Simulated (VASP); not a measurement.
# Si3N in VASP: a series of runs

Runs on Si3N. Level: PBE+D3(BJ). Tasks: single point.

Everything below comes from runs of VASP 6.6.1. Logs are shortened: lines on timing, memory, paths and dates and some standing lists are left out, and cuts for length are marked.

## (1) The cell of the first run

The cell holds a slab with vacuum, 8 atoms: a = 3.816 Å, b = 3.816 Å, c = 25.791 Å, α = 90.00°, β = 90.00°, γ = 120.00°.

## (2) Single point, PBE+D3(BJ)

Input file INCAR:

```
ALGO = Normal
DIPOL = 0.5 0.5 0.361
EDIFF = 1E-6
ENCUT = 520
GGA = PE
IDIPOL = 3
ISIF = 2
ISMEAR = 0
IVDW = 12
LASPH = True
LCHARG = False
LDIPOL = True
LREAL = False
LWAVE = False
NBANDS = 27
NELM = 60
PREC = Accurate
SIGMA = 0.05
```

Input file KPOINTS:

```
k-points
0
Gamma
  9 9 1
```

Input file POSCAR:

```
Si3N
1.0
    3.8155170197      0.0000000000      0.0000000000
   -1.9077585099      3.3043346676      0.0000000000
    0.0000000000      0.0000000000     25.7913833664
Si N
6 2
Direct
    0.6666666667      0.3333333333      0.1550905565
    0.3333333333      0.6666666667      0.1859793801
    0.3333333333      0.6666666667      0.2774751471
    0.6666666667      0.3333333333      0.3070263804
    0.6666666667      0.3333333333      0.3997350368
    0.3333333333      0.6666666667      0.4261649408
    0.3333333333      0.8333333333      0.5463601221
    0.3333333333      0.8333333333      0.5890100252
```

Potentials or basis: VASP PAW PBE potentials, release 64 (Si, N).

The run is started by

```bash
cat potpaw_PBE.64/Si/POTCAR potpaw_PBE.64/N/POTCAR > POTCAR
mpirun -np 1 vasp_std > vasp.out
```

OUTCAR:

```text
EDIFF = 1E-6
   ENCUT = 520
   GGA = PE
   ISIF = 2
   ISMEAR = 0
   IVDW = 12
   LASPH = True
   LREAL = False
   NELM = 60
   PREC = Accurate
 IVDW          = 12

 ion  position               nearest neighbor table
   1  0.667  0.333  0.155-   2 2.34   2 2.34   2 2.34
   2  0.333  0.667  0.186-   1 2.34   1 2.34   1 2.34   3 2.36
   3  0.333  0.667  0.277-   4 2.33   4 2.33   4 2.33   2 2.36
   4  0.667  0.333  0.307-   3 2.33   3 2.33   3 2.33   5 2.39
   5  0.667  0.333  0.400-   6 2.31   6 2.31   6 2.31   4 2.39
   6  0.333  0.667  0.426-   5 2.31   5 2.31   5 2.31
   7  0.333  0.833  0.546-   8 1.10
   8  0.333  0.833  0.589-   7 1.10

  LATTYP: Found a hexagonal cell.
 ALAT       =     3.8155170197
 C/A-ratio  =     6.7596038055

  Lattice vectors:

 A1 = (   3.8155170197,   0.0000000000,   0.0000000000)
 A2 = (  -1.9077585099,   3.3043346676,   0.0000000000)
 A3 = (   0.0000000000,   0.0000000000,  25.7913833664)

Analysis of symmetry for initial positions (statically):
=====================================================================
 Subroutine PRICEL returns:
 Original cell was already a primitive cell.

 Routine SETGRP: Setting up the symmetry group for a
 hexagonal supercell.

 Subroutine GETGRP returns: Found  1 space group operations
 (whereof  1 operations were pure point group operations)
 out of a pool of 24 trial point group operations.

The static configuration has the point symmetry C_1 .

Analysis of symmetry for dynamics (positions and initial velocities):
=====================================================================
 Subroutine PRICEL returns:
 Original cell was already a primitive cell.

 Routine SETGRP: Setting up the symmetry group for a
 hexagonal supercell.

 Subroutine GETGRP returns: Found  1 space group operations
 (whereof  1 operations were pure point group operations)
 out of a pool of 24 trial point group operations.

The dynamic configuration has the point symmetry C_1 .

 Subroutine INISYM returns: Found  1 space group operations
 (whereof  1 operations are pure point group operations),
 and found     1 'primitive' translations

----------------------------------------------------------------------------------------

                                     Primitive cell

  volume of cell :     325.1712

  direct lattice vectors                    reciprocal lattice vectors
     3.815517020  0.000000000  0.000000000     0.262087679  0.151316392  0.000000000
    -1.907758510  3.304334668  0.000000000     0.000000000  0.302632784  0.000000000
     0.000000000  0.000000000 25.791383366     0.000000000  0.000000000  0.038772639

  length of vectors
     3.815517020  3.815517020 25.791383366     0.302632784  0.302632784  0.038772639

  position of ions in fractional coordinates (direct lattice)
     0.666666667  0.333333333  0.155090556
     0.333333333  0.666666667  0.185979380
     0.333333333  0.666666667  0.277475147
     0.666666667  0.333333333  0.307026380
     0.666666667  0.333333333  0.399735037
     0.333333333  0.666666667  0.426164941
     0.333333333  0.833333333  0.546360122
     0.333333333  0.833333333  0.589010025

  ion indices of the primitive-cell ions
   primitive index   ion index
                 1           1
                 2           2
                 3           3
                 4           4
                 5           5
                 6           6
                 7           7
                 8           8

----------------------------------------------------------------------------------------

 KPOINTS: k-points

Automatic generation of k-mesh.
 Grid dimensions read from file:
 generate k-points for:    9    9    1

 Generating k-lattice:

  Cartesian coordinates                     Fractional coordinates (reciprocal lattice)
     0.029120853  0.016812932  0.000000000     0.111111111  0.000000000  0.000000000
     0.000000000  0.033625865  0.000000000     0.000000000  0.111111111  0.000000000
     0.000000000  0.000000000  0.038772639     0.000000000  0.000000000  1.000000000

  Length of vectors
     0.033625865  0.033625865  0.038772639

  Shift w.r.t. Gamma in fractional coordinates (k-lattice)
     0.000000000  0.000000000  0.000000000

 Subroutine IBZKPT returns following result:
 ===========================================

 Found     41 irreducible k-points:

 Following reciprocal coordinates:
            Coordinates               Weight
  0.000000  0.000000  0.000000      1.000000
  0.111111  0.000000  0.000000      2.000000
  0.000000  0.111111  0.000000      2.000000
 -0.111111  0.111111  0.000000      2.000000
  0.222222 -0.000000  0.000000      2.000000
  0.000000  0.222222  0.000000      2.000000
[... 16 lines left out ...]
  0.333333  0.111111  0.000000      2.000000
 -0.111111  0.444444  0.000000      2.000000
 [... further k-points ...]
   k-points           NKPTS =     41   k-points in BZ     NKDIM =     41   number of bands    NBANDS=     27
   number of dos      NEDOS =    301   number of ions     NIONS =      8
   total plane-waves  NPLWV = 150528
   dimension x,y,z NGX =    28 NGY =   28 NGZ =  192
   dimension x,y,z NGXF=    56 NGYF=   56 NGZF=  384
   ions per type =               6   2
   NGX,Y,Z   is equivalent  to a cutoff of  12.20, 12.20, 12.38 a.u.
   NGXF,Y,Z  is equivalent  to a cutoff of  24.40, 24.40, 24.75 a.u.
 SYSTEM =  unknown system
   PREC   = accura    normal or accurate (medium, high low for compatibility)
   ISTART =      0    job   : 0-new  1-cont  2-samecut
   ICHARG =      2    charge: 1-file 2-atom 10-const
   ISPIN  =      1    spin polarized calculation?
   LNONCOLLINEAR =      F non collinear calculations
   LSORBIT =      F    spin-orbit coupling
   LASPH  =      T    aspherical Exc in radial PAW
   ENCUT  =  520.0 eV  38.22 Ry    6.18 a.u.   7.09  7.09 47.95*2*pi/ulx,y,z
   NELM   =     60;   NELMIN=  2; NELMDL= -5     # of ELM steps
   EDIFF  = 0.1E-05   stopping-criterion for ELM
   LREAL  =      F    real-space projection
   EDIFFG = 0.1E-04   stopping-criterion for IOM
   NSW    =      0    number of steps for IOM
   IBRION =     -1    ionic relax: 0-MD 1-quasi-New 2-CG
   NFREE  =      0    steps in history (QN), initial steepest desc. (CG)
   ISIF   =      2    stress and relaxation
   ISYM   =      2    0-nonsym 1-usesym 2-fastsym
   POTIM  = 0.5000    time-step for ionic-motion
   TEBEG  =    0.0;   TEEND  =   0.0 temperature during run
   PSTRESS=    0.0 pullay stress
   NELECT =      34.0000    total number of electrons
   NUPDOWN=      -1.0000    fix difference up-down
   EMIN   =  10.00;   EMAX   =-10.00  energy-range for DOS
   EFERMI =   0.00;   METHOD = LEGACY
   ISMEAR =     0;   SIGMA  =   0.05  broadening in eV -4-tet -1-fermi 0-gaus
   EFERMI_NEDOS =   21; number of points for ismear=-14 and -15
   IALGO  =     38    algorithm
   IMIX   =      4    mixing-type and parameters
     AMIX     =   0.40;   BMIX     =  1.00
     AMIX_MAG =   1.60;   BMIX_MAG =  1.00
  volume/ion in A,a.u.               =      40.65       274.30
  Fermi-wavevector in a.u.,A,eV,Ry     =   0.771253  1.457458  8.093179  0.594832
  Thomas-Fermi vector in A             =   1.872632
   LORBIT       =      0    0 simple, 1 ext, 2 COOP (PROOUT), +10 PAW based schemes
   GGA     = PE    functional components
   LHFCALC =     F    Hartree Fock is set to
   AEXX    =    0.0000 exact exchange contribution
   IVDW    =    12    specifies the selected vdW correction
   LEPSILON=     F    determine dielectric tensor
   LRPA    =     F    only Hartree local field effects (RPA)
 non-spin polarized calculation
 Gauss-broadening in eV      SIGMA  =   0.05
  energy-cutoff  :      520.00
  volume of cell :      325.17
 maximum number of plane-waves:      8835
   NGX = 15   NGY = 15   NGZ = 95

 dipolmoment           0.000000      0.000000      0.037200 electrons x Angstroem

 number of electron      33.9999996 magnetization

 dipolmoment           0.000000      0.000000     -0.045350 electrons x Angstroem

 Free energy of the ion-electron system (eV)
  ---------------------------------------------------
  ext. energy  EPLUGINS =         0.00000000
  ---------------------------------------------------
  free energy    TOTEN  =       -46.62177141 eV

  energy without entropy =      -46.61900872  energy(sigma->0) =      -46.62039007

 E-fermi :  -0.0564     XC(G=0):  -4.9061

 val. band max:       -0.0858026858   @ k =   0.0000   0.0000   0.0000
 cond. band min:       0.0364762824   @ k =   0.4444   0.4444   0.0000
 fundamental gap:      0.1222789682
 Fermi energy:        -0.0563989313

 k-point     1 :       0.0000    0.0000    0.0000
  band No.  band energies     occupation
      1     -24.7722      2.00000
      2     -11.9475      2.00000
      3     -11.1468      2.00000
      4     -10.2097      2.00000
      5      -9.9115      2.00000
      6      -7.7676      2.00000
[... 19 lines left out ...]
     26       3.2466      0.00000
     27       3.2506      0.00000

 k-point     2 :       0.1111    0.0000    0.0000
  band No.  band energies     occupation
      1     -24.7679      2.00000
      2     -11.8023      2.00000
      3     -11.0023      2.00000
      4     -10.0801      2.00000
      5      -9.8746      2.00000
      6      -7.8441      2.00000
[... 19 lines left out ...]
     26       3.6985      0.00000
     27       3.7618      0.00000

 k-point     3 :       0.0000    0.1111    0.0000
  band No.  band energies     occupation
      1     -24.7679      2.00000
      2     -11.8023      2.00000
      3     -11.0022      2.00000
      4     -10.0799      2.00000
      5      -9.8749      2.00000
      6      -7.8430      2.00000
[... 594 lines left out ...]
      1     -24.7387      2.00000
      2     -10.1999      2.00000
      3      -9.8218      2.00000
      4      -9.3815      2.00000
      5      -8.3859      2.00000
      6      -8.2211      2.00000
[... 19 lines left out ...]
     26       4.3909      0.00000
     27       4.7791      0.00000

 k-point    24 :      -0.1111    0.4444    0.0000
  band No.  band energies     occupation
      1     -24.7387      2.00000
      2     -10.1985      2.00000
      3      -9.8198      2.00000
      4      -9.3844      2.00000
      5      -8.3881      2.00000
      6      -8.2177      2.00000
[... 19 lines left out ...]
     26       4.4094      0.00000
     27       4.7847      0.00000

 [... further k-points ...]

------------------------ aborting loop because EDIFF is reached ----------------------------------------

 vacuum level on the upper side and lower side of the slab       (xc-potential included)        -0.511         0.139

 Edisp (eV)   -1.80691

 E8    (eV) :    -0.7485

  FORCE on cell =-STRESS in cart. coord.  units (eV):
  Direction    XX          YY          ZZ          XY          YZ          ZX
  --------------------------------------------------------------------------------------
  -------------------------------------------------------------------------------------
  Total       0.55911     0.55299     2.68056    -0.02640     0.12039    -0.09470
  in kB       2.75486     2.72468    13.20762    -0.13007     0.59316    -0.46663
  external pressure =        6.23 kB  Pullay stress =        0.00 kB

 VOLUME and BASIS-vectors are now :
 -----------------------------------------------------------------------------
  energy-cutoff  :      520.00
  volume of cell :      325.17
      direct lattice vectors                 reciprocal lattice vectors
     3.815517020  0.000000000  0.000000000     0.262087679  0.151316392  0.000000000
    -1.907758510  3.304334668  0.000000000     0.000000000  0.302632784  0.000000000
     0.000000000  0.000000000 25.791383366     0.000000000  0.000000000  0.038772639

 POSITION                                       TOTAL-FORCE (eV/Angst)
 -----------------------------------------------------------------------------------
      1.90776      1.10144      4.00000         0.002233      0.003747      0.481616
     -0.00000      2.20289      4.79667         0.001850     -0.000161     -0.589109
     -0.00000      2.20289      7.15647        -0.009978      0.012161      0.128460
      1.90776      1.10144      7.91864         0.003864     -0.015100     -0.005072
      1.90776      1.10144     10.30972        -0.001768     -0.002461     -0.004004
     -0.00000      2.20289     10.99138         0.045563     -0.062447     -0.179589
     -0.31796      2.75361     14.09138        -0.072670      0.114498     -2.070761
     -0.31796      2.75361     15.19138         0.030906     -0.050238      2.238458
 -----------------------------------------------------------------------------------
    total drift:                                0.000049     -0.000248      0.000022

  FREE ENERGIE OF THE ION-ELECTRON SYSTEM (eV)
  ---------------------------------------------------
  free  energy   TOTEN  =       -48.4286768295 eV

  energy  without entropy=      -48.4259141441  energy(sigma->0) =      -48.42729549

 vacuum level on the upper side and lower side of the slab         3.939         4.597
```

Wall time 24 min (1 thread of AMD EPYC 7R13, shared host); peak memory 0.58 GiB.

Results:

* Free energy: -48.4287 eV
* Largest force: 2.239 eV/Å
* Band gap on the k mesh: zero (bands 17 and 18 overlap by 0.07 eV)
* Dispersion energy per atom: -0.226 eV

Forces in eV/Å, atoms in the order of the input:
```
Si   0.002  0.004  0.482
Si   0.002  0.000 -0.589
Si  -0.010  0.012  0.128
Si   0.004 -0.015 -0.005
Si  -0.002 -0.002 -0.004
Si   0.046 -0.062 -0.180
N   -0.073  0.114 -2.071
N    0.031 -0.050  2.238
```

Caveat: the standard files for N, O and F lose accuracy on very short bonds.

## (3) Single point, PBE+D3(BJ)

Input file INCAR:

```
SYSTEM = Si3N
PREC = Accurate
ENCUT = 520
EDIFF = 1E-6
ISMEAR = 0
SIGMA = 0.05
LREAL = .False.
LASPH = .True.
NELM = 100
ALGO = Normal
ISIF = 2
LWAVE = .False.
LCHARG = .False.
LDIPOL = .True.
IDIPOL = 3
DIPOL = 0.5 0.5 0.361
GGA = PE
IVDW = 12
NBANDS = 27
```

Input file KPOINTS:

```
Automatic mesh
0
Gamma
  9 9 1
  0 0 0
```

POSCAR, as its differences from that of step 2:

```diff
@@ -14,3 +14,3 @@
     0.3333333333      0.6666666667      0.4261649408
-    0.3333333333      0.8333333333      0.5463601221
-    0.3333333333      0.8333333333      0.5890100252
+    0.5000000000      1.3333333333      0.5463601221
+    0.5000000000      1.3333333333      0.5890100252
```

Potentials or basis: VASP PAW PBE potentials, release 64 (Si, N).

The run is started by

```bash
cat potpaw_PBE.64/Si/POTCAR potpaw_PBE.64/N/POTCAR > POTCAR
mpirun -np 1 vasp_std > vasp.out
```

It took 21 min on 1 thread of AMD EPYC 7R13, shared host; peak memory 0.57 GiB.

It converged, with:

```
Free energy                : -48.4882 eV
Largest force              : 2.246 eV/Å
Band gap on the k mesh     : zero (bands 17 and 18 overlap by 0.08 eV)
Dispersion energy per atom : -0.226 eV
```

Forces on the atoms (eV/Å):
```
Si   0.008  0.001  0.475
Si   0.003  0.001 -0.580
Si   0.001 -0.005  0.115
Si  -0.014  0.002  0.020
Si  -0.010  0.000 -0.009
Si  -0.007  0.018 -0.041
N    0.032 -0.028 -2.227
N   -0.014  0.011  2.246
```

Levels at points of the mesh, in eV from the Fermi level:
| k point | band 15 | band 16 | band 17 | band 18 | band 19 | band 20 |
| --- | --- | --- | --- | --- | --- | --- |
| (0.00, 0.00, 0.00) | -0.65 | -0.02 | -0.02 | 0.90 | 1.48 | 2.54 |

Caveat: the standard files for N, O and F lose accuracy on very short bonds.

## (4) Single point, PBE+D3(BJ)

Input file INCAR:

```
  PREC = Accurate
  ENCUT = 520
  EDIFF = 1E-7
  ISMEAR = 0
  SIGMA = 0.05
  LREAL = False
  LASPH = True
  NELM = 60
  ALGO = Normal
  ISIF = 2
  LWAVE = False
  LCHARG = False
  LDIPOL = True
  IDIPOL = 3
  DIPOL = 0.5 0.5 0.361
  GGA = PE
  IVDW = 12
  NBANDS = 27
```

Input file KPOINTS:

```
Automatic mesh
0
Gamma
  9 9 1
```

POSCAR, as its differences from that of step 3:

```diff
@@ -14,3 +14,3 @@
     0.3333333333      0.6666666667      0.4261649408
-    0.5000000000      1.3333333333      0.5463601221
-    0.5000000000      1.3333333333      0.5890100252
+    0.8333333333      1.0000000000      0.5463601221
+    0.8333333333      1.0000000000      0.5890100252
```

The run is started by

```bash
cat potpaw_PBE.64/Si/POTCAR potpaw_PBE.64/N/POTCAR > POTCAR
mpirun -np 1 vasp_std > vasp.out
```

Run time: 23 min. Hardware: 1 thread of AMD EPYC 7R13, shared host; peak memory 0.58 GiB.

The run converged. Its results:

```yaml
Free_energy: -48.4961 eV
Largest_force: 2.244 eV/Å
Band_gap_on_the_k_mesh: zero (bands 17 and 18 overlap by 0.08 eV)
Dispersion_energy_per_atom: -0.226 eV
```

Forces on the atoms (eV/Å):
```
Si  -0.006  0.002  0.479
Si  -0.004  0.000 -0.576
Si   0.011  0.002  0.114
Si   0.004 -0.005  0.001
Si   0.004 -0.002  0.021
Si  -0.036 -0.011 -0.031
N    0.044  0.023 -2.244
N   -0.017 -0.009  2.235
```

Levels at points of the mesh, in eV from the Fermi level:
| k point | band 14 | band 15 | band 16 | band 17 | band 18 | band 19 | band 20 | band 21 |
| --- | --- | --- | --- | --- | --- | --- | --- | --- |
| (0.00, 0.00, 0.00) | -0.66 | -0.66 | -0.02 | -0.02 | 0.88 | 1.48 | 2.52 | 2.55 |

Caveat: the standard files for N, O and F lose accuracy on very short bonds.

## (5) The runs side by side

| cell | gap on the mesh (eV) | largest force (eV/Å) |
| --- | --- | --- |
| as given, atomic positions A | none | 2.24 |
| as given, atomic positions B | none | 2.25 |
| as given, atomic positions C | none | 2.24 |

Alike in all rows: task single point; level PBE+D3(BJ); potentials or basis VASP PAW PBE potentials, release 64 (Si, N); no spin polarisation; k mesh 9 × 9 × 1; cutoff (eV) 520; smearing gaussian 0.05 eV.

Caveats: the standard files for N, O and F lose accuracy on very short bonds.

Absolute energies hang on the potentials; compare differences alone.

The gap in the log of VASP goes by the Fermi energy; the results here count the filled bands.